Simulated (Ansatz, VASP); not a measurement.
One calculation of KZnF3, two programs

```
K Zn F
1.0
     4.04617    0.00000    0.00000
     0.00000    4.04617    0.00000
     0.00000    0.00000    4.04617
K Zn F
1 1 3
Direct
  0.00000 0.00000 0.00000
  0.50000 0.50000 0.50000
  0.50000 0.50000 0.00000
  0.00000 0.50000 0.50000
  0.50000 0.00000 0.50000
```

Alike in both runs: task single point; functional r2SCAN; k mesh 6 × 6 × 6; no spin polarisation.

```csv
,VASP,Ansatz
version,VASP 6.6.1,Ansatz 0.2.0
potentials or method,"VASP PAW PBE potentials, release 64 (K_sv, Zn, F)","plane waves, PAW"
plane-wave cutoff (eV),520,500
occupations,"gaussian, width 0.01 eV",fixed
valence electrons in the cell,42,42
```

Ansatz gave:

* gap on the k mesh at the Fermi level (eV): 4.64
* pressure (GPa): 0.0

Q: Which values does VASP return?

A: gap on the k mesh at the Fermi level (eV): 4.59; pressure (GPa): 0.3.

VASP's potentials were made for PBE, not for r2SCAN.
